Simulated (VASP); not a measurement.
# CuI (zinc blende type) (F-43m) in VASP: notebook

Runs on CuI (zinc blende type). Level: HSE06. Tasks: single point.

Program: VASP 6.6.1. These are calculated values, not measurements. Logs are shortened: lines on timing, memory, paths and dates and some standing lists are left out, and cuts for length are marked.

## (1) The cell of the first run

The structure is cubic, space group F-43m (No. 216). Conventional cell: a = 5.923 Å, b = 5.923 Å, c = 5.923 Å, α = 90.00°, β = 90.00°, γ = 90.00°. Within 3.4 Å of Cu (site symmetry -43m) lie 4 I at 2.56 Å. Within 3.4 Å of I (site symmetry -43m) lie 4 Cu at 2.56 Å.

## (2) Single point, HSE06

Input file POSCAR:

```
CuI
1.0
    0.0000000000      2.9615329758      2.9615329758
    2.9615329758      0.0000000000      2.9615329758
    2.9615329758      2.9615329758      0.0000000000
Cu I
1 1
Direct
    0.0000000000      0.0000000000      0.0000000000
    0.2500000000      0.2500000000      0.2500000000
```

Input file INCAR.step1:

```
SYSTEM = CuI
  PREC = Accurate
  ENCUT = 520
  EDIFF = 1E-5
  ISMEAR = -1
  SIGMA = 0.05
  LREAL = .FALSE.
  LASPH = .TRUE.
  NELM = 60
  ALGO = Normal
  ISIF = 2
  LWAVE = .TRUE.
  LCHARG = .FALSE.
  GGA = PE
  NBANDS = 16
```

Input file INCAR.step2:

```
SYSTEM = CuI
  PREC = Accurate
  ENCUT = 520
  EDIFF = 1E-6
  ISMEAR = -1
  SIGMA = 0.05
  LREAL = .FALSE.
  LASPH = .TRUE.
  NELM = 60
  ALGO = Normal
  ISIF = 2
  LWAVE = .FALSE.
  LCHARG = .FALSE.
  GGA = PE
  LHFCALC = .TRUE.
  HFSCREEN = 0.2079
  PRECFOCK = Normal
  ISTART = 1
  NBANDS = 16
```

Input file KPOINTS:

```
Automatic mesh
0
G
  4 4 4
  0 0 0
```

Potentials or basis: VASP PAW PBE potentials, release 64 (Cu, I).

Command:

```console
$ cat potpaw_PBE.64/Cu/POTCAR potpaw_PBE.64/I/POTCAR > POTCAR
$ cp INCAR.step1 INCAR
$ mpirun -np 1 vasp_std > vasp.out
$ cp INCAR.step2 INCAR
$ mpirun -np 1 vasp_std > vasp.out
```

OUTCAR:

```text
SYSTEM = CuI
   PREC = Accurate
   ENCUT = 520
   EDIFF = 1E-6
   ISMEAR = -1
   LREAL = .FALSE.
   LASPH = .TRUE.
   NELM = 60
   ISIF = 2
   GGA = PE
   LHFCALC = .TRUE.
   HFSCREEN = 0.2079
   PRECFOCK = Normal
   ISTART = 1

 ion  position               nearest neighbor table
   1  0.000  0.000  0.000-   2 2.56   2 2.56   2 2.56   2 2.56
   2  0.250  0.250  0.250-   1 2.56   1 2.56   1 2.56   1 2.56

  LATTYP: Found a face centered cubic cell.
 ALAT       =     5.9230659516

  Lattice vectors:

 A1 = (   0.0000000000,   2.9615329758,   2.9615329758)
 A2 = (   2.9615329758,   0.0000000000,   2.9615329758)
 A3 = (   2.9615329758,   2.9615329758,   0.0000000000)

Analysis of symmetry for initial positions (statically):
=====================================================================
 Subroutine PRICEL returns:
 Original cell was already a primitive cell.

 Routine SETGRP: Setting up the symmetry group for a
 face centered cubic supercell.

 Subroutine GETGRP returns: Found 24 space group operations
 (whereof 24 operations were pure point group operations)
 out of a pool of 48 trial point group operations.

The static configuration has the point symmetry T_d .

Analysis of symmetry for dynamics (positions and initial velocities):
=====================================================================
 Subroutine PRICEL returns:
 Original cell was already a primitive cell.

 Routine SETGRP: Setting up the symmetry group for a
 face centered cubic supercell.

 Subroutine GETGRP returns: Found 24 space group operations
 (whereof 24 operations were pure point group operations)
 out of a pool of 48 trial point group operations.

The dynamic configuration has the point symmetry T_d .

 Subroutine INISYM returns: Found 24 space group operations
 (whereof 24 operations are pure point group operations),
 and found     1 'primitive' translations

----------------------------------------------------------------------------------------

                                     Primitive cell

  volume of cell :      51.9493

  direct lattice vectors                    reciprocal lattice vectors
     0.000000000  2.961532976  2.961532976    -0.168831482  0.168831482  0.168831482
     2.961532976  0.000000000  2.961532976     0.168831482 -0.168831482  0.168831482
     2.961532976  2.961532976  0.000000000     0.168831482  0.168831482 -0.168831482

  length of vectors
     4.188240100  4.188240100  4.188240100     0.292424704  0.292424704  0.292424704

  position of ions in fractional coordinates (direct lattice)
[... 70 lines left out ...]
   POTIM  = 0.5000    time-step for ionic-motion
   TEBEG  =    0.0;   TEEND  =   0.0 temperature during run
   PSTRESS=    0.0 pullay stress
   NELECT =      18.0000    total number of electrons
   NUPDOWN=      -1.0000    fix difference up-down
   EMIN   =  10.00;   EMAX   =-10.00  energy-range for DOS
   EFERMI =   0.00;   METHOD = LEGACY
   ISMEAR =    -1;   SIGMA  =   0.05  broadening in eV -4-tet -1-fermi 0-gaus
   EFERMI_NEDOS =   21; number of points for ismear=-14 and -15
   IALGO  =     38    algorithm
   IMIX   =      1    mixing-type and parameters
     AMIX     =   0.40;   BMIX     =  1.00
     AMIX_MAG =   1.60;   BMIX_MAG =  1.00
  volume/ion in A,a.u.               =      25.97       175.29
  Fermi-wavevector in a.u.,A,eV,Ry     =   1.149844  2.172891 17.988838  1.322142
  Thomas-Fermi vector in A             =   2.286512
   LORBIT       =      0    0 simple, 1 ext, 2 COOP (PROOUT), +10 PAW based schemes
   GGA     = PE    functional components
   LHFCALC =     T    Hartree Fock is set to
   PRECFOCK=normal    Normal, Fast or Accurate (Low or Medium for compatibility)
   ENCUT4O =  -1.0   cutoff for four orbital integrals eV
   NKREDX  =     1    reduce k-point grid by
   NKREDY  =     1    reduce k-point grid by
   NKREDZ  =     1    reduce k-point grid by
   AEXX    =    0.2500 exact exchange contribution
   HFSCREEN=    0.2079 screening length (either q_TF or 0.3 A-1)
   HFSCREENC=   0.2079 screening length for correlation (either q_TF or 0.3 A-1)
   ENCUTFOCK=  -1.0 apply spherical cutoff to Coloumb kernel
   IVDW    =     0    specifies the selected vdW correction
   LEPSILON=     F    determine dielectric tensor
   LRPA    =     F    only Hartree local field effects (RPA)
 non-spin polarized calculation
  energy-cutoff  :      520.00
  volume of cell :       51.95
 maximum number of plane-waves:      1424
  NGX = 24; NGY = 24; NGZ = 24

 number of electron      17.9999989 magnetization

 Free energy of the ion-electron system (eV)
  ---------------------------------------------------
  ext. energy  EPLUGINS =         0.00000000
  ---------------------------------------------------
  free energy    TOTEN  =        -6.38084378 eV

  energy without entropy =       -6.38084378  energy(sigma->0) =       -6.38084378

 E-fermi :   5.3861     XC(G=0):  -7.6710

 val. band max:        4.3044506526   @ k =   0.0000   0.0000   0.0000
 cond. band min:       7.0508817943   @ k =   0.0000   0.0000   0.0000
 fundamental gap:      2.7464311417
 Fermi energy:         5.3860550692

 k-point     1 :       0.0000    0.0000    0.0000
  band No.  band energies     occupation
      1     -10.8854      2.00000
      2      -0.0897      2.00000
      3      -0.0897      2.00000
      4      -0.0897      2.00000
      5       1.4760      2.00000
      6       1.4760      2.00000
[... 129 lines left out ...]
      3      -0.7642      2.00000
      4       0.1355      2.00000
      5       1.3973      2.00000
      6       1.5502      2.00000
[... 8 lines left out ...]
     15      17.8696      0.00000
     16      18.2400      0.00000

------------------------ aborting loop because EDIFF is reached ----------------------------------------

  FORCE on cell =-STRESS in cart. coord.  units (eV):
  Direction    XX          YY          ZZ          XY          YZ          ZX
  --------------------------------------------------------------------------------------
  -------------------------------------------------------------------------------------
  Total        1.2798695      1.2798695      1.2798695     -0.0000000      0.0000000     -0.0000000
  in kB       39.4726746     39.4726746     39.4726746     -0.0000000      0.0000000     -0.0000000
  external PRESSURE =      39.4726746 kB  Pullay stress =       0.0000000 kB

 VOLUME and BASIS-vectors are now :
 -----------------------------------------------------------------------------
  energy-cutoff  :      520.00
  volume of cell :       51.95
      direct lattice vectors                 reciprocal lattice vectors
     0.000000000  2.961532976  2.961532976    -0.168831482  0.168831482  0.168831482
     2.961532976  0.000000000  2.961532976     0.168831482 -0.168831482  0.168831482
     2.961532976  2.961532976  0.000000000     0.168831482  0.168831482 -0.168831482

 POSITION                                       TOTAL-FORCE (eV/Angst)
 -----------------------------------------------------------------------------------
      0.00000      0.00000      0.00000         0.000000     -0.000000     -0.000000
      1.48077      1.48077      1.48077        -0.000000      0.000000      0.000000
 -----------------------------------------------------------------------------------
    total drift:                                0.000348      0.000268      0.000221

  FREE ENERGIE OF THE ION-ELECTRON SYSTEM (eV)
  ---------------------------------------------------
  free  energy   TOTEN  =        -6.3808437751 eV

  energy  without entropy=       -6.3808437751  energy(sigma->0) =       -6.38084378
```

Run time: 6 min. Hardware: 1 thread of AMD EPYC 7R13 (Zen 3), shared host; peak memory 0.25 GiB.

What came out:

```yaml
Free_energy: -6.3808 eV
Pressure: 3.9 GPa
Band_gap_on_the_k_mesh: 2.75 eV
```

Levels at points of the mesh, in eV from the valence-band top:
```
           k point  band 7  band 8  band 9  band 10  band 11  band 12
(0.00, 0.00, 0.00)    0.00    0.00    0.00     2.75     6.18     6.18
(0.50, 0.00, 0.00)   -2.74   -0.96   -0.96     3.60     6.71     6.71
(0.50, 0.50, 0.00)   -2.61   -2.22   -2.22     3.69     4.16    11.38
```

Caveat: the k points lie up to 0.46 Å⁻¹ apart; the PAW data sets were made with another functional, which shifts forces and pressure a little; spin-orbit coupling is left out, which moves the levels of the heavy elements.

## (3) Single point, HSE06

This run uses another cell than the first one, of 26.82 Å³/atom.

Input file POSCAR:

```
CuI
1.0
    0.0000000000      2.9933798582      2.9933798582
    2.9933798582      0.0000000000      2.9933798582
    2.9933798582      2.9933798582      0.0000000000
Cu I
1 1
Direct
    0.0000000000      0.0000000000      0.0000000000
    0.2500000000      0.2500000000      0.2500000000
```

Input file INCAR.step1:

```
  PREC = Accurate
  ENCUT = 520
  EDIFF = 1E-5
  ISMEAR = -1
  SIGMA = 0.05
  LREAL = False
  LASPH = True
  NELM = 80
  ALGO = Normal
  ISIF = 2
  LWAVE = True
  LCHARG = False
  GGA = PE
  NBANDS = 16
```

Input file INCAR.step2:

```
  PREC = Accurate
  ENCUT = 520
  EDIFF = 1E-6
  ISMEAR = -1
  SIGMA = 0.05
  LREAL = False
  LASPH = True
  NELM = 80
  ALGO = Normal
  ISIF = 2
  LWAVE = False
  LCHARG = False
  GGA = PE
  LHFCALC = True
  HFSCREEN = 0.2079
  PRECFOCK = Normal
  ISTART = 1
  NBANDS = 16
```

Input file KPOINTS:

```
Automatic mesh
0
Gamma
  4 4 4
```

Potentials or basis: VASP PAW PBE potentials, release 64 (Cu, I).

Command:

```console
$ cat potpaw_PBE.64/Cu/POTCAR potpaw_PBE.64/I/POTCAR > POTCAR
$ cp INCAR.step1 INCAR
$ mpirun -np 1 vasp_std > vasp.out
$ cp INCAR.step2 INCAR
$ mpirun -np 1 vasp_std > vasp.out
```

It took 6.4 min on 1 thread of AMD EPYC 7R13 (Zen 3), shared host; peak memory 0.25 GiB.

Results (log left out):

```
Free energy            : -6.4155 eV
Pressure               : 2.3 GPa
Band gap on the k mesh : 2.67 eV
```

Levels at points of the mesh, in eV from the valence-band top:
| k point | band 5 | band 6 | band 7 | band 8 | band 9 | band 10 | band 11 | band 12 | band 13 | band 14 |
| --- | --- | --- | --- | --- | --- | --- | --- | --- | --- | --- |
| (0.00, 0.00, 0.00) | -2.66 | -2.66 | 0.00 | 0.00 | 0.00 | 2.67 | 6.24 | 6.24 | 6.24 | 9.92 |
| (0.50, 0.00, 0.00) | -2.64 | -2.64 | -2.58 | -0.90 | -0.90 | 3.60 | 6.76 | 6.76 | 8.86 | 10.95 |
| (0.50, 0.50, 0.00) | -2.67 | -2.58 | -2.45 | -2.09 | -2.09 | 3.78 | 4.21 | 11.14 | 11.75 | 11.75 |

Caveat: the k points lie up to 0.45 Å⁻¹ apart; the PAW data sets were made with another functional, which shifts forces and pressure a little; spin-orbit coupling is left out, which moves the levels of the heavy elements.

## (4) Single point, HSE06

This run uses another cell than the first one, of 27.67 Å³/atom.

Input file POSCAR:

```
CuI
1.0
    0.0000000000      3.0245631426      3.0245631426
    3.0245631426      0.0000000000      3.0245631426
    3.0245631426      3.0245631426      0.0000000000
Cu I
1 1
Direct
    0.0000000000      0.0000000000      0.0000000000
    0.2500000000      0.2500000000      0.2500000000
```

Input file INCAR.step1:

```
PREC = Accurate
ENCUT = 520
EDIFF = 1E-5
ISMEAR = -1
SIGMA = 0.05
LREAL = F
LASPH = T
NELM = 80
ALGO = Normal
ISIF = 2
LWAVE = T
NBANDS = 16
GGA = PE
```

Input file INCAR.step2:

```
PREC = Accurate
ENCUT = 520
EDIFF = 1E-7
ISMEAR = -1
SIGMA = 0.05
LREAL = F
LASPH = T
NELM = 80
ALGO = Normal
ISIF = 2
LWAVE = F
LCHARG = T
GGA = PE
LHFCALC = T
HFSCREEN = 0.2079
PRECFOCK = Normal
LELF = T
LVHAR = T
NBANDS = 16
ISTART = 1
```

KPOINTS is that of step 3.

Potentials or basis: VASP PAW PBE potentials, release 64 (Cu, I).

Command:

```console
$ cat potpaw_PBE.64/Cu/POTCAR potpaw_PBE.64/I/POTCAR > POTCAR
$ cp INCAR.step1 INCAR
$ mpirun -np 1 vasp_std > vasp.out
$ cp INCAR.step2 INCAR
$ mpirun -np 1 vasp_std > vasp.out
```

OUTCAR:

```text
PREC = Accurate
   ENCUT = 520
   EDIFF = 1E-7
   ISMEAR = -1
   LREAL = F
   LASPH = T
   NELM = 80
   ISIF = 2
   GGA = PE
   LHFCALC = T
   HFSCREEN = 0.2079
   PRECFOCK = Normal
   ISTART = 1

 ion  position               nearest neighbor table
   1  0.000  0.000  0.000-   2 2.62   2 2.62   2 2.62   2 2.62
   2  0.250  0.250  0.250-   1 2.62   1 2.62   1 2.62   1 2.62

  LATTYP: Found a face centered cubic cell.
 ALAT       =     6.0491262852

  Lattice vectors:

 A1 = (   0.0000000000,   3.0245631426,   3.0245631426)
 A2 = (   3.0245631426,   0.0000000000,   3.0245631426)
 A3 = (   3.0245631426,   3.0245631426,   0.0000000000)

Analysis of symmetry for initial positions (statically):
=====================================================================
 Subroutine PRICEL returns:
 Original cell was already a primitive cell.

[... 153 lines left out ...]
  ext. energy  EPLUGINS =         0.00000000
  ---------------------------------------------------
  free energy    TOTEN  =        -6.43365847 eV

  energy without entropy =       -6.43365847  energy(sigma->0) =       -6.43365847

 E-fermi :   4.6059     XC(G=0):  -7.4355

 val. band max:        3.5568236976   @ k =   0.0000   0.0000   0.0000
 cond. band min:       6.1631631341   @ k =   0.0000   0.0000   0.0000
 fundamental gap:      2.6063394364
 Fermi energy:         4.6059322911

 k-point     1 :       0.0000    0.0000    0.0000
  band No.  band energies     occupation
      1     -11.2184      2.00000
      2      -0.4640      2.00000
      3      -0.4640      2.00000
      4      -0.4640      2.00000
      5       1.0461      2.00000
      6       1.0461      2.00000
[... 129 lines left out ...]
      3      -1.0852      2.00000
      4      -0.2799      2.00000
      5       0.9731      2.00000
      6       1.1403      2.00000
[... 8 lines left out ...]
     15      16.8632      0.00000
     16      17.2196      0.00000

------------------------ aborting loop because EDIFF is reached ----------------------------------------

  FORCE on cell =-STRESS in cart. coord.  units (eV):
  Direction    XX          YY          ZZ          XY          YZ          ZX
  --------------------------------------------------------------------------------------
  -------------------------------------------------------------------------------------
  Total        0.3404658      0.3404658      0.3404658      0.0000000      0.0000000      0.0000000
  in kB        9.8574861      9.8574861      9.8574861      0.0000000      0.0000000      0.0000000
  external PRESSURE =       9.8574861 kB  Pullay stress =       0.0000000 kB

 VOLUME and BASIS-vectors are now :
 -----------------------------------------------------------------------------
  energy-cutoff  :      520.00
  volume of cell :       55.34
      direct lattice vectors                 reciprocal lattice vectors
     0.000000000  3.024563143  3.024563143    -0.165313130  0.165313130  0.165313130
     3.024563143  0.000000000  3.024563143     0.165313130 -0.165313130  0.165313130
     3.024563143  3.024563143  0.000000000     0.165313130  0.165313130 -0.165313130

 POSITION                                       TOTAL-FORCE (eV/Angst)
 -----------------------------------------------------------------------------------
      0.00000      0.00000      0.00000        -0.000000     -0.000000     -0.000000
      1.51228      1.51228      1.51228         0.000000      0.000000      0.000000
 -----------------------------------------------------------------------------------
    total drift:                                0.000048      0.000055      0.000038

  FREE ENERGIE OF THE ION-ELECTRON SYSTEM (eV)
  ---------------------------------------------------
  free  energy   TOTEN  =        -6.4336584673 eV

  energy  without entropy=       -6.4336584672  energy(sigma->0) =       -6.43365847
```

OUTCAR.step1:

```text
PREC = Accurate
   ENCUT = 520
   EDIFF = 1E-5
   ISMEAR = -1
   LREAL = F
[... 354 lines left out ...]
      0.00000      0.00000      0.00000        -0.000000      0.000000      0.000000
      1.51228      1.51228      1.51228         0.000000     -0.000000     -0.000000
 -----------------------------------------------------------------------------------
    total drift:                               -0.000001     -0.000001     -0.000000

  FREE ENERGIE OF THE ION-ELECTRON SYSTEM (eV)
  ---------------------------------------------------
  free  energy   TOTEN  =        -5.5261919729 eV

  energy  without entropy=       -5.5261913447  energy(sigma->0) =       -5.52619166
```

Run time: 8.1 min. Hardware: 1 thread of AMD EPYC 7R13 (Zen 3), shared host; peak memory 0.25 GiB.

What came out:

```yaml
Free_energy: -6.4337 eV
Pressure: 1.0 GPa
Band_gap_on_the_k_mesh: 2.61 eV
```

Caveat: the k points lie up to 0.45 Å⁻¹ apart; the PAW data sets were made with another functional, which shifts forces and pressure a little; spin-orbit coupling is left out, which moves the levels of the heavy elements.

[end of part 1 of 2]
